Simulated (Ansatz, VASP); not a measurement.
## Mn: VASP beside Ansatz

```
Mn
1.0
     2.40396    0.00000    0.00000
     0.00000    2.40396    0.00000
     0.00000    0.00000    2.40396
Mn
1
Direct
  0.00000 0.00000 0.00000
```

Alike in both runs: task single point; functional BLYP; k mesh 15 × 15 × 15; occupations fermi-dirac, width 0.1 eV; no spin polarisation.

|  | VASP | Ansatz |
| --- | --- | --- |
| version | VASP 6.6.1 | Ansatz 0.2.0 |
| potentials or method | VASP PAW PBE potentials, release 64 (Mn_pv), cutoff 520 eV | plane waves (420 eV) with PAW, scalar-relativistic |
| valence electrons in the cell | 13 | 15 |

Ansatz gave:

```
pressure (GPa) : -16.6
```

Problem. Which values does VASP return?

Solution. Pressure (GPa): -16.4.

VASP's potentials were made for PBE, not for BLYP. VASP's potentials hold 13 valence electrons a cell and Ansatz's 15, so a difference there can come from the potentials and not from the codes.
